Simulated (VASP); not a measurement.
# LaNi2Ge2 (I4/mmm) in VASP: relaxation of cell and atoms with LDA

Aim: the relaxation of cell and atoms of LaNi2Ge2 with LDA.

Everything below comes from runs of VASP 6.6.1. Logs are shortened: lines on timing, memory, paths and dates and some standing lists are left out, and cuts for length are marked.

### 1 The cell of the first run

The structure is tetragonal, space group I4/mmm (No. 139). The conventional cell has a = 4.186 Å, b = 4.186 Å, c = 9.904 Å, α = 90.00°, β = 90.00°, γ = 90.00°. La (site symmetry 4/mmm) has 10 Ge at 3.24 to 3.64 Å and 8 Ni at 3.24 Å and 4 La at 4.19 Å within 4.3 Å. Ni (site symmetry -4m2) has 4 Ge at 2.40 Å and 4 Ni at 2.96 Å and 4 La at 3.24 Å within 3.3 Å. Ge (site symmetry 4mm) has 4 Ni at 2.40 Å and 1 Ge at 2.61 Å and 4 La at 3.24 Å within 3.3 Å.

### 2 Relaxation of cell and atoms, LDA

INCAR reads:

```
  ALGO = Normal
  EDIFF = 1E-7
  EDIFFG = -0.005
  ENCUT = 600
  GGA_COMPAT = F
  IBRION = 2
  ISIF = 3
  ISMEAR = 0
  KPAR = 4
  LASPH = T
  LCHARG = F
  LMAXMIX = 6
  LREAL = F
  LWAVE = F
  NELM = 200
  NELMIN = 4
  NSW = 80
  PREC = Accurate
  SIGMA = 0.05
```

KPOINTS reads:

```
k-points
0
Gamma
  16 16 16
```

POSCAR reads:

```
LaNi2Ge2
1.0
   -2.0930000000      2.0930000000      4.9520000000
    2.0930000000     -2.0930000000      4.9520000000
    2.0930000000      2.0930000000     -4.9520000000
La Ni Ge
1 2 2
Direct
    0.0000000000      0.0000000000      0.0000000000
    0.7500000000      0.2500000000      0.5000000000
    0.2500000000      0.7500000000      0.5000000000
    0.3680000000      0.3680000000      0.0000000000
    0.6320000000      0.6320000000      0.0000000000
```

Potentials or basis: VASP PAW LDA potentials, release 64 (La, Ni, Ge_d).

Run with:

```sh
> cat potpaw_LDA.64/La/POTCAR potpaw_LDA.64/Ni/POTCAR potpaw_LDA.64/Ge_d/POTCAR > POTCAR
> mpirun -np 4 vasp_std > vasp.out
```

OUTCAR:

```text
EDIFF = 1E-7
   EDIFFG = -0.005
   ENCUT = 600
   IBRION = 2
   ISIF = 3
   ISMEAR = 0
   LASPH = T
   LREAL = F
   NELM = 200
   NELMIN = 4
   NSW = 80
   PREC = Accurate

 ion  position               nearest neighbor table
   1  0.000  0.000  0.000-   5 3.24   5 3.24   5 3.24   4 3.24   4 3.24   4 3.24   5 3.24   4 3.24
                             2 3.24   3 3.24   2 3.24   3 3.24   2 3.24   2 3.24   3 3.24   3 3.24
   2  0.750  0.250  0.500-   4 2.40   5 2.40   4 2.40   5 2.40   3 2.96   3 2.96   3 2.96   3 2.96
                             1 3.24   1 3.24   1 3.24   1 3.24
   3  0.250  0.750  0.500-   4 2.40   5 2.40   4 2.40   5 2.40   2 2.96   2 2.96   2 2.96   2 2.96
                             1 3.24   1 3.24   1 3.24   1 3.24
   4  0.368  0.368  0.000-   2 2.40   3 2.40   3 2.40   2 2.40   5 2.61   1 3.24   1 3.24   1 3.24
                             1 3.24
   5  0.632  0.632  0.000-   3 2.40   2 2.40   2 2.40   3 2.40   4 2.61   1 3.24   1 3.24   1 3.24
                             1 3.24

  LATTYP: Found a body centered tetragonal cell.
 ALAT       =     4.1860000000
 C/A-ratio  =     2.3659818442

  Lattice vectors:

 A1 = (  -2.0930000000,   2.0930000000,   4.9520000000)
 A2 = (   2.0930000000,  -2.0930000000,   4.9520000000)
 A3 = (   2.0930000000,   2.0930000000,  -4.9520000000)

Analysis of symmetry for initial positions (statically):
=====================================================================
 Subroutine PRICEL returns:
 Original cell was already a primitive cell.

 Routine SETGRP: Setting up the symmetry group for a
 body centered tetragonal supercell.

 Subroutine GETGRP returns: Found 16 space group operations
 (whereof 16 operations were pure point group operations)
 out of a pool of 16 trial point group operations.

The static configuration has the point symmetry D_4h.

Analysis of symmetry for dynamics (positions and initial velocities):
=====================================================================
 Subroutine PRICEL returns:
 Original cell was already a primitive cell.

 Routine SETGRP: Setting up the symmetry group for a
 body centered tetragonal supercell.

 Subroutine GETGRP returns: Found 16 space group operations
 (whereof 16 operations were pure point group operations)
 out of a pool of 16 trial point group operations.

The dynamic configuration has the point symmetry D_4h.

 Subroutine INISYM returns: Found 16 space group operations
 (whereof 16 operations are pure point group operations),
 and found     1 'primitive' translations

[... 126 lines left out ...]
   LHFCALC =     F    Hartree Fock is set to
   AEXX    =    0.0000 exact exchange contribution
   IVDW    =     0    specifies the selected vdW correction
   LEPSILON=     F    determine dielectric tensor
   LRPA    =     F    only Hartree local field effects (RPA)
 conjugate gradient relaxation of ions
 non-spin polarized calculation
 Gauss-broadening in eV      SIGMA  =   0.05
  energy-cutoff  :      600.00
  volume of cell :       86.77
 maximum number of plane-waves:      2967
 NGX is ok and might be reduce to    48
   NGX = 23   NGY = 23   NGZ = 23

--------------------------------------- Ionic step        1  -------------------------------------------

 number of electron      59.0000003 magnetization

 Free energy of the ion-electron system (eV)
  ---------------------------------------------------
  ext. energy  EPLUGINS =         0.00000000
  ---------------------------------------------------
  free energy    TOTEN  =       -32.73280761 eV

  energy without entropy =      -32.72781667  energy(sigma->0) =      -32.73031214

------------------------ aborting loop because EDIFF is reached ----------------------------------------

  FORCE on cell =-STRESS in cart. coord.  units (eV):
  Direction    XX          YY          ZZ          XY          YZ          ZX
  --------------------------------------------------------------------------------------
  -------------------------------------------------------------------------------------
  Total       -3.7863214     -3.7863214     -3.6010586      0.0000000     -0.0000000      0.0000000
  in kB      -69.9115577    -69.9115577    -66.4908188      0.0000000     -0.0000000      0.0000000
  external PRESSURE =     -68.7713114 kB  Pullay stress =       0.0000000 kB
[... 98 lines left out ...]
  FREE ENERGIE OF THE ION-ELECTRON SYSTEM (eV)
  ---------------------------------------------------
  free  energy   TOTEN  =       -32.8476994179 eV

  energy  without entropy=      -32.8430424959  energy(sigma->0) =      -32.84537096

[... ionic steps 4 to 7 ...]

--------------------------------------- Ionic step        8  -------------------------------------------

 number of electron      58.9999999 magnetization

------------------------ aborting loop because EDIFF is reached ----------------------------------------
[... 73 lines left out ...]
--------------------------------------- Ionic step       10  -------------------------------------------

 number of electron      58.9999999 magnetization

 Free energy of the ion-electron system (eV)
  ---------------------------------------------------
  ext. energy  EPLUGINS =         0.00000000
  ---------------------------------------------------
  free energy    TOTEN  =       -32.85179920 eV

  energy without entropy =      -32.84702804  energy(sigma->0) =      -32.84941362

 E-fermi :   8.8738     XC(G=0): -12.1632

 val. band max:        8.8731050368   @ k =  -0.4375   0.1875  -0.0000
 cond. band min:       8.8750463204   @ k =   0.2500   0.1875   0.1250
 fundamental gap:      0.0019412836
 Fermi energy:         8.8737914882

 k-point     1 :       0.0000    0.0000    0.0000
  band No.  band energies     occupation
      1     -22.9777      2.00000
      2     -15.3169      2.00000
      3     -15.2631      2.00000
      4     -15.2631      2.00000
      5     -15.2162      2.00000
      6     -15.2162      2.00000
[... 901 lines left out ...]
     34      11.5035      0.00000
     35      11.6383      0.00000

 [... further k-points ...]

------------------------ aborting loop because EDIFF is reached ----------------------------------------

  FORCE on cell =-STRESS in cart. coord.  units (eV):
  Direction    XX          YY          ZZ          XY          YZ          ZX
  --------------------------------------------------------------------------------------
  -------------------------------------------------------------------------------------
  Total       -0.0149446     -0.0149446     -0.0205022      0.0000000      0.0000000      0.0000000
  in kB       -0.2911145     -0.2911145     -0.3993729      0.0000000      0.0000000      0.0000000
  external PRESSURE =      -0.3272006 kB  Pullay stress =       0.0000000 kB
[... 20 lines left out ...]
  FREE ENERGIE OF THE ION-ELECTRON SYSTEM (eV)
  ---------------------------------------------------
  free  energy   TOTEN  =       -32.8517992009 eV

  energy  without entropy=      -32.8470280417  energy(sigma->0) =      -32.84941362

 reached required accuracy - stopping structural energy minimisation
```

Wall time 40 min (4 MPI ranks of Intel Xeon 6975P-C (Granite Rapids), shared host); peak memory 1.4 GiB.

Results:

* Free energy: -32.8518 eV
* Relaxed volume: 16.45 Å³/atom
* Relaxed cell: a = 5.651 Å, b = 5.651 Å, c = 5.651 Å, α = 137.22°, β = 137.22°, γ = 62.10°
* Space group after relaxing (to 0.1 Å): I4/mmm (No. 139)
* Energy gained by relaxing: 23.8 meV/atom
* Ionic steps: 10
* Pressure after relaxing: 0.0 GPa
* Band gap on the k mesh: zero (an odd number of electrons rules out a gap without spin polarisation)

Step by step:
```csv
step,energy change (eV),largest force (eV/Å),pressure (GPa),volume (Å³)
1,0.0000,0.5288,-6.88,86.77
2,-0.0024,0.2608,8.69,77.75
3,-0.1149,0.1779,0.05,82.04
4,-0.1149,0.1697,0.21,81.95
5,-0.1175,0.0926,0.14,82.05
6,-0.1189,0.0039,0.08,82.18
7,-0.1189,0.0147,0.10,82.19
8,-0.1189,0.0034,-0.16,82.34
9,-0.1190,0.0026,-0.08,82.29
10,-0.1190,0.0016,-0.03,82.25
```

Final structure:
```
CELL_PARAMETERS angstrom
-2.06090 2.06090 4.84124
2.06090 -2.06090 4.84124
2.06090 2.06090 -4.84124
ATOMIC_POSITIONS crystal
La 0.00000 0.00000 0.00000
Ni 0.75000 0.25000 0.50000
Ni 0.25000 0.75000 0.50000
Ge 0.36485 0.36485 0.00000
Ge 0.63515 0.63515 0.00000
```

Levels at points of the mesh, in eV from the Fermi level:
```tsv
k point	band 26	band 27	band 28	band 29	band 30	band 31	band 32	band 33
(0.00, 0.00, 0.00)	-1.38	-1.34	-1.25	-0.81	-0.43	1.45	1.45	1.95
(0.50, 0.00, 0.00)	-1.80	-1.55	-1.19	-0.08	1.20	1.37	1.59	2.37
(0.50, 0.50, 0.00)	-1.50	-1.48	-1.31	-0.54	-0.50	-0.36	2.07	2.41
(0.50, 0.50, 0.50)	-0.81	-0.77	-0.77	0.41	1.22	2.10	2.19	2.42
```

Caveat: spin-orbit coupling is left out, which moves the levels of the heavy elements. Spin polarisation is off, so any magnetic state and its effect on volume and gap are missing.
